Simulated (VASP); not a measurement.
# ZnInGaO4 (R3m) in VASP: single point with r2SCAN

Aim: the single point of ZnInGaO4 with r2SCAN.

Everything below comes from runs of VASP 6.6.1. Logs are shortened: lines on timing, memory, paths and dates and some standing lists are left out, and cuts for length are marked.

**1. The cell of the first run**

The structure is trigonal, space group R3m (No. 160). The conventional cell has a = 3.361 Å, b = 3.361 Å, c = 26.140 Å, α = 90.00°, β = 90.00°, γ = 120.00°. Within 2.9 Å of In (site symmetry 3m) lie 6 O at 2.22 to 2.23 Å. Ga (site symmetry 3m) has 5 O at 1.94 to 2.00 Å within 2.6 Å. Zn (site symmetry 3m) has 5 O at 2.01 to 2.53 Å within 2.7 Å. O (site symmetry 3m) has 1 Ga at 2.00 Å and 3 Zn at 2.02 Å and 3 O at 2.76 Å within 2.8 Å. O (site symmetry 3m) has 3 Ga at 1.94 Å and 1 Zn at 2.53 Å within 2.6 Å. O (site symmetry 3m) has 1 Ga at 1.98 Å and 3 In at 2.23 Å within 2.6 Å. O (site symmetry 3m) has 1 Zn at 2.01 Å and 3 In at 2.22 Å within 2.7 Å.

**2. Single point, r2SCAN**

Contents of INCAR:

```
SYSTEM = ZnInGaO4
METAGGA = R2SCAN
ISMEAR = 0
SIGMA = 0.03
LWAVE = .FALSE.
LCHARG = .FALSE.
ISIF = 2
PREC = Accurate
LASPH = .TRUE.
LREAL = .FALSE.
ALGO = Normal
EDIFF = 1E-6
NELM = 120
GGA_COMPAT = .FALSE.
ENCUT = 580
EFERMI = MIDGAP
LMIXTAU = .TRUE.
KPAR = 4
```

Contents of KPOINTS:

```
k-points
0
Gamma
  8 8 8
```

Contents of POSCAR:

```
ZnInGaO4
1.0
    1.6803268679      0.9701371695      8.7134054620
   -1.6803268679      0.9701371695      8.7134054620
    0.0000000000     -1.9402743390      8.7134054620
In Ga Zn O
1 1 1 4
Direct
    0.0027680000      0.0027680000      0.0027680000
    0.7870340000      0.7870340000      0.7870340000
    0.2183820000      0.2183820000      0.2183820000
    0.8635990000      0.8635990000      0.8635990000
    0.1217170000      0.1217170000      0.1217170000
    0.7113580000      0.7113580000      0.7113580000
    0.2951430000      0.2951430000      0.2951430000
```

Potentials or basis: VASP PAW PBE potentials, release 64 (In_d, Ga_d, Zn, O).

Launch:

```sh
> cat potpaw_PBE.64/In_d/POTCAR potpaw_PBE.64/Ga_d/POTCAR potpaw_PBE.64/Zn/POTCAR potpaw_PBE.64/O/POTCAR > POTCAR
> mpirun -np 4 vasp_std > vasp.out
```

OUTCAR:

```text
SYSTEM = ZnInGaO4
   METAGGA = R2SCAN
   ISMEAR = 0
   ISIF = 2
   PREC = Accurate
   LASPH = .TRUE.
   LREAL = .FALSE.
   EDIFF = 1E-6
   NELM = 120
   ENCUT = 580
   EFERMI = MIDGAP

 Found     65 irreducible k-points:

 Following reciprocal coordinates:
            Coordinates               Weight
  0.000000  0.000000  0.000000      1.000000
  0.125000  0.000000 -0.000000      6.000000
  0.250000  0.000000 -0.000000      6.000000
  0.375000  0.000000  0.000000      6.000000
  0.500000  0.000000 -0.000000      3.000000
  0.125000  0.125000 -0.000000      6.000000
   k-points           NKPTS =     65   k-points in BZ     NKDIM =     65   number of bands    NBANDS=     37
   number of dos      NEDOS =    301   number of ions     NIONS =      7
   total plane-waves  NPLWV = 343000
   dimension x,y,z NGX =    70 NGY =   70 NGZ =   70
   dimension x,y,z NGXF=   140 NGYF=  140 NGZF=  140
   ions per type =               1   1   1   4
   NGX,Y,Z   is equivalent  to a cutoff of  13.04, 13.04, 13.04 a.u.
   NGXF,Y,Z  is equivalent  to a cutoff of  26.07, 26.07, 26.07 a.u.
 SYSTEM =  ZnInGaO4
   PREC   = accura    normal or accurate (medium, high low for compatibility)
   ISTART =      0    job   : 0-new  1-cont  2-samecut
   ICHARG =      2    charge: 1-file 2-atom 10-const
   ISPIN  =      1    spin polarized calculation?
   LNONCOLLINEAR =      F non collinear calculations
   LSORBIT =      F    spin-orbit coupling
   LASPH  =      T    aspherical Exc in radial PAW
   ENCUT  =  580.0 eV  42.63 Ry    6.53 a.u.  17.53 17.53 17.53*2*pi/ulx,y,z
   NELM   =    120;   NELMIN=  2; NELMDL= -5     # of ELM steps
   EDIFF  = 0.1E-05   stopping-criterion for ELM
   LREAL  =      F    real-space projection
   EDIFFG = 0.1E-04   stopping-criterion for IOM
   NSW    =      0    number of steps for IOM
   IBRION =     -1    ionic relax: 0-MD 1-quasi-New 2-CG
   NFREE  =      0    steps in history (QN), initial steepest desc. (CG)
   ISIF   =      2    stress and relaxation
   ISYM   =      2    0-nonsym 1-usesym 2-fastsym
   POTIM  = 0.5000    time-step for ionic-motion
   TEBEG  =    0.0;   TEEND  =   0.0 temperature during run

   SCALEE = 1.0000    scale energy and forces
   PSTRESS=    0.0 pullay stress
   NELECT =      62.0000    total number of electrons
   NUPDOWN=      -1.0000    fix difference up-down
   EMIN   =  10.00;   EMAX   =-10.00  energy-range for DOS
   EFERMI =   0.00;   METHOD = MIDGAP
   ISMEAR =     0;   SIGMA  =   0.03  broadening in eV -4-tet -1-fermi 0-gaus
   EFERMI_NEDOS =   21; number of points for ismear=-14 and -15
   IALGO  =     38    algorithm
   IMIX   =      4    mixing-type and parameters
     AMIX     =   0.40;   BMIX     =  1.00
     AMIX_MAG =   1.60;   BMIX_MAG =  1.00
  volume/ion in A,a.u.               =      12.17        82.16
  Fermi-wavevector in a.u.,A,eV,Ry     =   1.472369  2.782374 29.495673  2.167871
  Thomas-Fermi vector in A             =   2.587392
   LORBIT       =      0    0 simple, 1 ext, 2 COOP (PROOUT), +10 PAW based schemes
   METAGGA = R2SCAN    functional components
   LHFCALC =     F    Hartree Fock is set to
   AEXX    =    0.0000 exact exchange contribution
   IVDW    =     0    specifies the selected vdW correction
   LEPSILON=     F    determine dielectric tensor
   LRPA    =     F    only Hartree local field effects (RPA)

   CSHIFT  =0.1000    complex shift for real part using Kramers Kronig

   OMEGAMAX=  -1.0    maximum frequency
 non-spin polarized calculation
 Gauss-broadening in eV      SIGMA  =   0.03
  energy-cutoff  :      580.00
  volume of cell :       85.22
 maximum number of plane-waves:      2746
   NGX = 35   NGY = 35   NGZ = 35

 number of electron      62.0000002 magnetization

 Free energy of the ion-electron system (eV)
  ---------------------------------------------------
  ext. energy  EPLUGINS =         0.00000000
  ---------------------------------------------------
  free energy    TOTEN  =       -79.92698257 eV

  energy without entropy =      -79.92698257  energy(sigma->0) =      -79.92698257

 E-fermi :   3.9966     XC(G=0): -11.7804

 val. band max:        3.2366131690   @ k =   0.0000   0.0000   0.0000
 cond. band min:       4.7565879164   @ k =   0.0000   0.0000   0.0000
 fundamental gap:      1.5199747474
 Fermi energy:         3.9966005427

 k-point     1 :       0.0000    0.0000    0.0000
  band No.  band energies     occupation
      1     -16.2478      2.00000
      2     -15.3445      2.00000
      3     -14.7543      2.00000
      4     -14.3931      2.00000
      5     -10.4851      2.00000
      6     -10.4851      2.00000
[... 29 lines left out ...]
     36      14.0469      0.00000
     37      14.0469      0.00000

 k-point     2 :       0.1250    0.0000   -0.0000
  band No.  band energies     occupation
      1     -16.1601      2.00000
      2     -15.2697      2.00000
      3     -14.7258      2.00000
      4     -14.4499      2.00000
      5     -10.4578      2.00000
      6     -10.4532      2.00000
[... 29 lines left out ...]
     36      13.2653      0.00000
     37      14.0674      0.00000

 k-point     3 :       0.2500    0.0000   -0.0000
  band No.  band energies     occupation
      1     -15.9382      2.00000
      2     -15.0965      2.00000
      3     -14.6918      2.00000
      4     -14.5331      2.00000
      5     -10.3743      2.00000
      6     -10.3655      2.00000
[... 29 lines left out ...]
     36      12.4439      0.00000
     37      13.0154      0.00000

 k-point     4 :       0.3750    0.0000    0.0000
  band No.  band energies     occupation
      1     -15.6953      2.00000
      2     -14.9995      2.00000
      3     -14.6788      2.00000
      4     -14.5091      2.00000
      5     -10.2924      2.00000
      6     -10.2131      2.00000
[... 29 lines left out ...]
     36      12.2257      0.00000
     37      12.6198      0.00000

 k-point     5 :       0.5000    0.0000   -0.0000
  band No.  band energies     occupation
      1     -15.5837      2.00000
      2     -15.0168      2.00000
      3     -14.6285      2.00000
      4     -14.4884      2.00000
      5     -10.2575      2.00000
      6     -10.1664      2.00000
[... 29 lines left out ...]
     36      12.1684      0.00000
     37      12.7528      0.00000

 k-point     6 :       0.1250    0.1250   -0.0000
  band No.  band energies     occupation
      1     -16.1594      2.00000
      2     -15.2727      2.00000
      3     -14.7236      2.00000
      4     -14.4496      2.00000
      5     -10.4578      2.00000
      6     -10.4532      2.00000
[... 29 lines left out ...]
     36      13.2741      0.00000
     37      14.0311      0.00000

 [... further k-points ...]

------------------------ aborting loop because EDIFF is reached ----------------------------------------

  FORCE on cell =-STRESS in cart. coord.  units (eV):
  Direction    XX          YY          ZZ          XY          YZ          ZX
  --------------------------------------------------------------------------------------
  -------------------------------------------------------------------------------------
  Total       -3.3978412     -3.3978412     -3.4558676      0.0000000      0.0000000      0.0000000
  in kB      -63.8774504    -63.8774504    -64.9683127      0.0000000      0.0000000      0.0000000
  external PRESSURE =     -64.2410712 kB  Pullay stress =       0.0000000 kB

 VOLUME and BASIS-vectors are now :
 -----------------------------------------------------------------------------
  energy-cutoff  :      580.00
  volume of cell :       85.22
      direct lattice vectors                 reciprocal lattice vectors
     1.680326868  0.970137169  8.713405462     0.297561153  0.171797012  0.038255230
    -1.680326868  0.970137169  8.713405462    -0.297561153  0.171797012  0.038255230
     0.000000000 -1.940274339  8.713405462     0.000000000 -0.343594023  0.038255230

 POSITION                                       TOTAL-FORCE (eV/Angst)
 -----------------------------------------------------------------------------------
      0.00000      0.00000      0.07236         0.000000      0.000000      0.044583
      0.00000      0.00000     20.57324         0.000000      0.000000      0.034630
      0.00000      0.00000      5.70855         0.000000     -0.000000      0.016807
      0.00000      0.00000     22.57466         0.000000     -0.000000     -0.102459
      0.00000      0.00000      3.18171         0.000000     -0.000000     -0.069212
      0.00000      0.00000     18.59505         0.000000      0.000000     -0.020979
      0.00000      0.00000      7.71510         0.000000      0.000000      0.096632
 -----------------------------------------------------------------------------------
    total drift:                                0.000000      0.000000     -0.012787

  FREE ENERGIE OF THE ION-ELECTRON SYSTEM (eV)
  ---------------------------------------------------
  free  energy   TOTEN  =       -79.9269825667 eV

  energy  without entropy=      -79.9269825667  energy(sigma->0) =      -79.92698257
```

Wall time 46 min (4 MPI ranks of Intel Xeon Platinum 8375C at 2.90GHz (Ice Lake), shared host); peak memory 1 GiB.

What came out:

```yaml
Free_energy: -79.9270 eV
Pressure: -6.4 GPa
Largest_force: 0.102 eV/Å
Band_gap_on_the_k_mesh: 1.52 eV
```

Forces in eV/Å, atoms in the order of the input:
```
In   0.000  0.000  0.045
Ga   0.000  0.000  0.035
Zn   0.000  0.000  0.017
O    0.000  0.000 -0.102
O    0.000  0.000 -0.069
O    0.000  0.000 -0.021
O    0.000  0.000  0.097
```

Caveat: the cell stands under tension; the PAW data sets were made with another functional, which shifts forces and pressure a little; spin-orbit coupling is left out, which moves the levels of the heavy elements. A k mesh can miss the band edges.
